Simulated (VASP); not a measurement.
Input of a VASP 6.6.1 run:

POSCAR

```
NbAs
1.0
    0.0000000000      2.7162797754      2.7162797754
    2.7162797754      0.0000000000      2.7162797754
    2.7162797754      2.7162797754      0.0000000000
Nb As
1 1
Direct
    0.0000000000      0.0000000000      0.0000000000
    0.2500000000      0.2500000000      0.2500000000
```

INCAR.step1

```
PREC = Accurate
ENCUT = 550
ISMEAR = 0
SIGMA = 0.1
LREAL = False
LASPH = True
NELM = 200
ISPIN = 2
MAGMOM = 1 0
LMAXMIX = 4
NBANDS = 20
GGA = PE
ALGO = Normal
EDIFF = 1E-5
LWAVE = True
LCHARG = False
GGA_COMPAT = False
```

The input INCAR.step2:

```
PREC = Accurate
ENCUT = 550
EDIFF = 1E-6
ISMEAR = 0
SIGMA = 0.1
LREAL = False
LASPH = True
NELM = 200
ALGO = Normal
ISIF = 2
LWAVE = False
LCHARG = True
ISPIN = 2
MAGMOM = 1 0
LORBIT = 11
LMAXMIX = 4
METAGGA = R2SCAN
LMIXTAU = True
LELF = True
LVHAR = True
NBANDS = 20
ISTART = 1
GGA_COMPAT = False
```

File KPOINTS:

```
Automatic mesh
0
Gamma
  12 12 12
```

Potentials or basis: VASP PAW PBE potentials, release 64 (Nb_sv, As).

Command:

```sh
$ cat potpaw_PBE.64/Nb_sv/POTCAR potpaw_PBE.64/As/POTCAR > POTCAR
$ cp INCAR.step1 INCAR
$ mpirun -np 1 vasp_std > vasp.out
$ cp INCAR.step2 INCAR
$ mpirun -np 1 vasp_std > vasp.out
```

Estimate the net moment.

0.00 μB per cell.

Estimate the band gap on the k mesh.

zero (filled and empty bands overlap).

What does it give for the pressure?

28.0 GPa.

Caveat: the cell stands under pressure; the PAW data sets were made with another functional, which shifts forces and pressure a little.
